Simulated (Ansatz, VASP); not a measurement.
## One calculation of Sn, two programs

Contents of INCAR:

```
SYSTEM = Sn
PREC     = Accurate       ! precision mode
ENCUT    = 520            ! plane-wave cutoff, eV
EDIFF    = 1E-6           ! SCF threshold, eV
ISMEAR   = -1             ! smearing method
SIGMA    = 0.1            ! smearing width, eV
LREAL    = .False.        ! projectors in reciprocal space
LASPH    = .True.         ! aspherical terms in the spheres
NELM     = 60             ! most SCF steps
ALGO     = Normal         ! electronic algorithm
ISIF     = 2              ! what is computed and relaxed
LWAVE    = .False.        ! write WAVECAR
LCHARG   = .False.        ! write CHGCAR
GGA      = PS             ! functional
NBANDS   = 21             ! bands
```

Contents of KPOINTS:

```
Automatic mesh
0
Gamma
  12 12 7
  0 0 0
```

File POSCAR:

```
Sn
1.0
    3.3585559148      0.0000000000      0.0000000000
   -1.6792779574      2.9085947422      0.0000000000
    0.0000000000      0.0000000000      5.5853970379
Sn
2
Direct
    0.3333333333      0.6666666667      0.2500000000
    0.6666666667      0.3333333333      0.7500000000
```

Input for Ansatz:

```yaml
crystal:
  lattice:
    - [3.3585559148, 0.0, 0.0]
    - [-1.6792779574, 2.9085947422, 0.0]
    - [0.0, 0.0, 5.5853970379]
  atoms:
    - { symbol: Sn, position: [0.3333333333, 0.6666666667, 0.25] }
    - { symbol: Sn, position: [0.6666666667, 0.3333333333, 0.75] }
hamiltonian:
  xc: pbesol
  pseudopotentials:
    kind: paw
    azcp:
      Sn: "pseudopotentials/Sn.paw.azcp"
basis:
  ecutwfc: 420
  fft_grid_basis: typed
kpoints:
  mp_grid: { grid: [12, 12, 7], shift: [0, 0, 0] }
magnetization:
  spin_polarized: false
scf:
  occupations: { method: fermi_dirac, width: 0.1 }
  lower_state_search: "off"
output:
  stress: true
```

Alike in both runs: task single point; functional PBEsol; k mesh 12 × 12 × 7; occupations fermi-dirac, width 0.1 eV; no spin polarisation.

|  | VASP | Ansatz |
| --- | --- | --- |
| version | VASP 6.6.1 | Ansatz 0.2.0 |
| potentials or method | VASP PAW PBE potentials, release 64 (Sn_d), cutoff 520 eV | plane waves (420 eV) with PAW, scalar-relativistic |
| valence electrons in the cell | 28 | 28 |

|  | VASP | Ansatz | Ansatz less VASP |
| --- | --- | --- | --- |
| pressure (GPa) | -2.0 | -1.9 | +0.03 |
| traceless stress, the component that is largest in VASP (GPa) | -0.80 | -0.80 | 0.000 |

VASP's potentials were made for PBE, not for PBEsol, and Ansatz warns of the same on its side.
